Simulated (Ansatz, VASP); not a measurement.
AlNi3 in VASP and in Ansatz

Contents of INCAR:

```
SYSTEM = AlNi3
ALGO = Fast ; EDIFF = 1E-6
ENCUT = 520 ; GGA = RE
ISIF = 2 ; ISMEAR = -1
ISPIN = 2 ; LASPH = .True.
LCHARG = .False. ; LMAXMIX = 4
LORBIT = 11 ; LREAL = .False.
LWAVE = .False. ; MAGMOM = 1 1 1 0
NBANDS = 28 ; NELM = 150
PREC = Accurate ; SIGMA = 0.05
```

Contents of KPOINTS:

```
k-points
0
Gamma
  8 8 8
  0 0 0
```

Contents of POSCAR:

```
AlNi3
1.0
    3.5230547267      0.0000000000      0.0000000000
    0.0000000000      3.5230547267      0.0000000000
    0.0000000000      0.0000000000      3.5230547267
Ni Al
3 1
Direct
    0.5000000000      0.5000000000      0.0000000000
    0.5000000000      0.0000000000      0.5000000000
    0.0000000000      0.5000000000      0.5000000000
    0.0000000000      0.0000000000      0.0000000000
```

File input.yaml:

```yaml
crystal:
  lattice:
    - [3.5230547267, 0.0, 0.0]
    - [0.0, 3.5230547267, 0.0]
    - [0.0, 0.0, 3.5230547267]
  atoms:
    - { symbol: Ni, position: [0.5, 0.5, 0.0], spin: 1.0 }
    - { symbol: Ni, position: [0.5, 0.0, 0.5], spin: 1.0 }
    - { symbol: Ni, position: [0.0, 0.5, 0.5], spin: 1.0 }
    - { symbol: Al, position: [0.0, 0.0, 0.0] }
hamiltonian:
  xc: revpbe
  pseudopotentials: { kind: paw }
magnetization:
  spin_polarized: true
kpoints:
  mp_grid: { grid: [8, 8, 8] }
  band_path:
    path:
      - [[0.0, 0.0, 0.0], [0.0, 0.5, 0.0], [0.5, 0.5, 0.0], [0.0, 0.0, 0.0], [0.5, 0.5, 0.5], [0.0, 0.5, 0.0]]
      - [[0.5, 0.5, 0.0], [0.5, 0.5, 0.5]]
    npoints: 14
scf:
  occupations: { method: fermi_dirac, width: 0.05 }
  n_extra_bands: 10
output:
  forces: true
  stress: true
  eigenvalues: true
  fatbands: true
```

Alike in both runs: functional revPBE; k mesh 8 × 8 × 8; occupations fermi-dirac, width 0.05 eV; collinear spin.

|  | VASP | Ansatz |
| --- | --- | --- |
| version | VASP 6.6.1 | Ansatz 0.2.0 |
| potentials or method | VASP PAW PBE potentials, release 64 (Ni, Al) | Ansatz PAW |
| plane-wave cutoff (eV) | 520 | 420 |
| valence electrons in the cell | 33 | 57 |
| task | single point | band structure |

|  | VASP | Ansatz | Ansatz less VASP |
| --- | --- | --- | --- |
| gap on the k mesh at the Fermi level (eV) | none | none | - |
| pressure (GPa) | 11.0 | 11.0 | 0.00 |
| net moment per atom (μB) | 0.17 | 0.18 | +0.008 |
| size of the moment on the site where the two differ most (μB) | 0.24 | 0.27 | +0.023 |

VASP's potentials were made for PBE, not for revPBE. Site moments also hang on the region over which each program counts them. A gap of «none» marks a metal or a gap that the smearing closes. VASP's potentials hold 33 valence electrons a cell and Ansatz's 57, so a difference there can come from the potentials and not from the codes.
